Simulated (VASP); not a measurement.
Write the native input for VASP 6.6.1 that does the following.

```
Task                   : single point
Functional             : PBEsol
Potentials or basis    : VASP PAW PBE potentials, release 64 (Li_sv, F)
Cutoff                 : 750 eV
k mesh                 : 10 × 10 × 10
Occupations            : gaussian, width 0.01 eV
Spin                   : no spin polarisation
Dipole correction      : no
Further INCAR settings : ALGO = Normal; EDIFF = 1e-06; NBANDS = 12
```

The structure of LiF lies in POSCAR:

```
LiF
1.0
    1.9939414860      1.9939414860      0.0000000000
   -1.9939414860      1.9939414860      0.0000000000
    0.0000000000      1.9939414860      2.0099731764
Li F
1 1
Direct
    0.0000000000      0.0000000000      0.0000000000
    0.5000000000      0.5000000000      0.0000000000
```

This cell differs from its parent crystal: in-plane strain -0.005.

One way to write it, as run:

INCAR

```
ALGO = Normal ; EDIFF = 1E-6
ENCUT = 750 ; GGA = PS
GGA_COMPAT = F ; ISIF = 2
ISMEAR = 0 ; LASPH = T
LCHARG = F ; LREAL = F
LWAVE = F ; NBANDS = 12
NELM = 120 ; PREC = Accurate
SIGMA = 0.01
```

KPOINTS

```
k-points
0
Gamma
  10 10 10
```

Potentials or basis: VASP PAW PBE potentials, release 64 (Li_sv, F).

Command:

```sh
$ cat potpaw_PBE.64/Li_sv/POTCAR potpaw_PBE.64/F/POTCAR > POTCAR
$ mpirun -np 1 vasp_std > vasp.out
```

It gave:

| Item | Value |
| --- | --- |
| Pressure | 0.1 GPa |
| Band gap on the k mesh | 9.09 eV |

Caveat: the cell differs from its parent crystal (in-plane strain -0.005); the PAW data sets were made with another functional, which shifts forces and pressure a little.

It took 56 s on 1 thread of Intel Xeon 8259CL, with other jobs on the host, peak memory 0.17 GiB.
